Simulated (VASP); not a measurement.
Set up this calculation in VASP 6.6.1, as the native input.

| Property | Result |
| --- | --- |
| Task | single point |
| Functional | PBEsol |
| Potentials or basis | VASP PAW PBE potentials, release 64 (W_sv, Se) |
| Cutoff | 520 eV |
| k mesh | 9 × 9 × 2 |
| Occupations | gaussian, width 0.05 eV |
| Spin | no spin polarisation |
| Dipole correction | no |
| Further INCAR settings | ALGO = Normal; EDIFF = 1e-07; NBANDS = 35 |

The structure of WSe2 lies in POSCAR:

```
WSe2
1.0
   -3.2711504052      0.0000000000      0.0000000000
   -1.6355752026     -2.8328993505      0.0000000000
    0.0000000000      0.0000000000     17.7206689562
W Se
2 4
Direct
    0.3333333333      0.3333333333      0.5595444360
    0.6666666667      0.6666666667      0.1865148120
    0.3333333333      0.3333333333      0.0920534015
    0.6666666667      0.6666666667      0.4650830255
    0.3333333333      0.3333333333      0.2809762225
    0.6666666667      0.6666666667      0.6540058465
```

These files were run (other wordings do the same):

INCAR

```
ALGO     = Normal         # electronic algorithm
EDIFF    = 1E-7           # SCF threshold, eV
ENCUT    = 520            # plane-wave cutoff, eV
GGA      = PS             # functional
ISIF     = 2              # what is computed and relaxed
ISMEAR   = 0              # smearing method
LASPH    = True           # aspherical terms in the spheres
LCHARG   = False          # write CHGCAR
LREAL    = False          # projectors in reciprocal space
LWAVE    = False          # write WAVECAR
NBANDS   = 35             # bands
NELM     = 80             # most SCF steps
PREC     = Accurate       # precision mode
SIGMA    = 0.05           # smearing width, eV
```

KPOINTS

```
k-points
0
Gamma
  9 9 2
```

Potentials or basis: VASP PAW PBE potentials, release 64 (W_sv, Se).

Command:

```bash
$ cat potpaw_PBE.64/W_sv/POTCAR potpaw_PBE.64/Se/POTCAR > POTCAR
$ mpirun -np 1 vasp_std > vasp.out
```

It gave:

```yaml
Pressure: 0.2 GPa
Largest_force: 0.068 eV/Å
Band_gap_on_the_k_mesh: 1.50 eV, indirect (least direct gap 1.64 eV)
```

Caveat: the PAW data sets were made with another functional, which shifts forces and pressure a little; spin-orbit coupling is left out, which moves the levels of the heavy elements.

Wall time 110 s on 1 thread of AMD EPYC 9R14 (Zen 4) (shared host), peak memory 0.3 GiB.
